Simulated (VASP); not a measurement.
**AlAs: single point with r2SCAN**

The system is AlAs.

```
Al As
1.0
     0.00000    2.83893    2.83893
     2.83893    0.00000    2.83893
     2.83893    2.83893    0.00000
Al As
1 1
Direct
  0.00000 0.00000 0.00000
  0.25000 0.25000 0.25000
```

* Program: VASP 6.6.1
* Task: single point
* Functional: r2SCAN
* Potentials or basis: VASP PAW PBE potentials, release 64 (Al, As)
* Cutoff: 550 eV
* k mesh: 8 × 8 × 8
* Occupations: fermi-dirac, width 0.02 eV
* Spin: no spin polarisation
* Dipole correction: no
* Further INCAR settings: ALGO = Normal; EDIFF = 1e-06; NBANDS = 11

| Item | Value |
| --- | --- |
| Pressure | 0.0 GPa |
| Band gap on the k mesh | 1.81 eV (least direct gap 2.63 eV) |

Levels at points of the mesh, in eV from the valence-band top:
| k point | band 1 | band 2 | band 3 | band 4 | band 5 | band 6 | band 7 | band 8 | band 9 |
| --- | --- | --- | --- | --- | --- | --- | --- | --- | --- |
| (0.00, 0.00, 0.00) | -12.27 | 0.00 | 0.00 | 0.00 | 2.63 | 4.69 | 4.69 | 4.69 | 9.50 |
| (0.50, 0.00, 0.00) | -10.80 | -5.66 | -0.84 | -0.84 | 2.61 | 5.10 | 5.10 | 8.38 | 11.99 |
| (0.50, 0.50, 0.00) | -10.23 | -5.51 | -2.22 | -2.22 | 1.81 | 2.68 | 11.11 | 11.11 | 12.60 |

Run time: 34 s on 1 thread of Intel(R) Xeon(R) Platinum 8559C (Emerald Rapids) (shared host), peak memory 0.19 GiB.

Caveat: the PAW data sets were made with another functional, which shifts forces and pressure a little. r2SCAN opens gaps a little over a GGA but as a rule still falls short of measured ones.
